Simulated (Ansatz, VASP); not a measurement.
Two plane-wave programs on C

Contents of INCAR:

```
SYSTEM = C
PREC = Accurate
ENCUT = 520
EDIFF = 1E-6
ISMEAR = 0
SIGMA = 0.03
LREAL = .FALSE.
LASPH = .TRUE.
NELM = 80
ALGO = Normal
ISIF = 2
LWAVE = .FALSE.
LCHARG = .FALSE.
GGA = PE
IVDW = 12
NBANDS = 11
```

The input KPOINTS:

```
regular mesh
0
G
  16 16 16
  0 0 0
```

POSCAR

```
C
1.0
    0.0000000000      2.0905313474      3.3285103516
    1.2076129663      0.0000000000      3.3285103516
    1.2076129663      2.0905313474      0.0000000000
C
2
Direct
    0.1842684003      0.8157315997      0.1842684003
    0.8157315997      0.1842684003      0.8157315997
```

Input for Ansatz:

```yaml
crystal:
  lattice:
    - [0.0, 2.0905313474, 3.3285103516]
    - [1.2076129663, 0.0, 3.3285103516]
    - [1.2076129663, 2.0905313474, 0.0]
  atoms:
    - { symbol: C, position: [0.1842684003, 0.8157315997, 0.1842684003] }
    - { symbol: C, position: [0.8157315997, 0.1842684003, 0.8157315997] }
basis:
  ecutwfc: 520.0
kpoints:
  mp_grid: { grid: [16, 16, 16] }
hamiltonian:
  xc: pbe
  pseudopotentials: { kind: paw, azcp: { folder: soft_1 } }
  dispersion: d3bj
scf:
  occupations: { method: gaussian, width: 0.03 }
output:
  forces: true
  stress: true
  eigenvalues: true
```

Alike in both runs: task single point; functional PBE; dispersion D3(BJ); k mesh 16 × 16 × 16; occupations gaussian, width 0.03 eV; no spin polarisation.

```csv
,VASP,Ansatz
version,VASP 6.6.1,Ansatz 0.2.0
potentials or method,"VASP PAW PBE potentials, release 64 (C), cutoff 520 eV","scalar-relativistic, plane waves, PAW"
valence electrons in the cell,8,8
```

```tsv
	VASP	Ansatz	Ansatz less VASP
gap on the k mesh at the Fermi level (eV)	0.12	0.12	-0.002
least direct gap on the mesh (eV)	0.12	0.12	-0.002
rms of the force components (eV/Å)	4.290	4.292	+0.0022
```

Atom by atom the forces differ by 0.002 eV/Å (rms over components).
